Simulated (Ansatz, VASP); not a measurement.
# Two plane-wave programs on ZnCd3O

File INCAR:

```
PREC = Accurate
ENCUT = 520
EDIFF = 1E-6
ISMEAR = 0
SIGMA = 0.1
LREAL = False
LASPH = True
NELM = 60
ALGO = Normal
ISIF = 2
LWAVE = False
LCHARG = True
GGA = PE
LELF = True
LVHAR = True
NBANDS = 35
```

Contents of KPOINTS:

```
regular mesh
0
Gamma
  4 4 4
```

The input POSCAR:

```
ZnCd3O
1.0
    4.1322612500      0.0000000000      0.0000000000
    0.0000000000      4.1322612500      0.0000000000
    0.0000000000      0.0000000000      5.3174407000
Zn Cd O
1 3 1
Direct
    0.0000000000      0.0000000000      0.9921142500
    0.0000000000      0.5000000000      0.5147183500
    0.5000000000      0.5000000000      0.1158523300
    0.5000000000      0.0000000000      0.5147183500
    0.5000000000      0.5000000000      0.7044957900
```

Input for Ansatz:

```yaml
crystal:
  lattice:
    - [4.13226125, 0.0, 0.0]
    - [0.0, 4.13226125, 0.0]
    - [0.0, 0.0, 5.3174407]
  atoms:
    - { symbol: Zn, position: [0.0, 0.0, 0.99211425] }
    - { symbol: Cd, position: [0.0, 0.5, 0.51471835] }
    - { symbol: Cd, position: [0.5, 0.5, 0.11585233] }
    - { symbol: Cd, position: [0.5, 0.0, 0.51471835] }
    - { symbol: O, position: [0.5, 0.5, 0.70449579] }
basis:
  ecutwfc: 420
kpoints:
  mp_grid: { grid: [4, 4, 4] }
hamiltonian:
  xc: pbe
scf:
  occupations: { method: gaussian, width: 0.1 }
  lower_state_search: "off"
output:
  forces: true
  stress: true
  eigenvalues: true
```

Change from the starting cell: species swapped into the CeBPt3 type (P4mm, No. 99).

Alike in both runs: task single point; functional PBE; k mesh 4 × 4 × 4; occupations gaussian, width 0.1 eV; no spin polarisation.

|  | VASP | Ansatz |
| --- | --- | --- |
| version | VASP 6.6.1 | Ansatz 0.2.0 |
| potentials or method | VASP PAW PBE potentials, release 64 (Zn, Cd, O), cutoff 520 eV | scalar-relativistic, plane waves, PAW |
| valence electrons in the cell | 54 | 78 |

|  | VASP | Ansatz | Ansatz less VASP |
| --- | --- | --- | --- |
| gap on the k mesh at the Fermi level (eV) | none | none | - |
| pressure (GPa) | 6.2 | 5.5 | -0.73 |
| traceless stress, the component that is largest in VASP (GPa) | -2.99 | -3.05 | -0.057 |
| rms of the force components (eV/Å) | 0.201 | 0.201 | +0.0004 |

Atom by atom the forces differ by 0.023 eV/Å (rms over components). A gap of «none» marks a metal or a gap that the smearing closes. The functional is the same, so the differences come from potentials, cutoffs and numerics. VASP's potentials hold 54 valence electrons a cell and Ansatz's 78, so a difference there can come from the potentials and not from the codes.

The k mesh is coarse, so the values compare programs but aren't converged.
